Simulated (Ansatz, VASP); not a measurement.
**InP in VASP and in Ansatz**

INCAR

```
  PREC = Accurate
  ENCUT = 520
  EDIFF = 1E-6
  ISMEAR = 0
  SIGMA = 0.05
  LREAL = F
  LASPH = T
  NELM = 60
  ALGO = Normal
  ISIF = 2
  LWAVE = F
  LCHARG = F
  GGA = PE
  IVDW = 13
  NBANDS = 16
```

The input KPOINTS:

```
Automatic mesh
0
Gamma
  8 8 8
```

The input POSCAR:

```
InP
1.0
    0.0000000000      2.9058456351      2.9058456351
    2.9058456351      0.0000000000      2.9058456351
    2.9058456351      2.9058456351      0.0000000000
In P
1 1
Direct
    0.0000000000      0.0000000000      0.0000000000
    0.7500000000      0.7500000000      0.7500000000
```

Input for Ansatz:

```yaml
crystal:
  lattice:
    - [0.0, 2.9058456351, 2.9058456351]
    - [2.9058456351, 0.0, 2.9058456351]
    - [2.9058456351, 2.9058456351, 0.0]
  atoms:
    - { symbol: In, position: [0.0, 0.0, 0.0] }
    - { symbol: P, position: [0.75, 0.75, 0.75] }
basis:
  ecutwfc: 420
  ecutrho_ratio: 4
kpoints:
  mp_grid: { grid: [8, 8, 8] }
hamiltonian:
  xc: pbe
  dispersion: d4
scf:
  occupations: { method: gaussian, width: 0.05 }
output:
  forces: true
  stress: true
  eigenvalues: true
```

Alike in both runs: task single point; functional PBE; dispersion D4; k mesh 8 × 8 × 8; occupations gaussian, width 0.05 eV; no spin polarisation.

|  | VASP | Ansatz |
| --- | --- | --- |
| version | VASP 6.6.1 | Ansatz 0.2.0 |
| potentials or method | VASP PAW PBE potentials, release 64 (In_d, P), cutoff 520 eV | scalar-relativistic, plane waves, PAW |
| valence electrons in the cell | 18 | 18 |

|  | VASP | Ansatz | Ansatz less VASP |
| --- | --- | --- | --- |
| gap on the k mesh at the Fermi level (eV) | 0.85 | 0.85 | +0.003 |
| least direct gap on the mesh (eV) | 0.85 | 0.85 | +0.003 |
| pressure (GPa) | 2.9 | 2.9 | +0.07 |
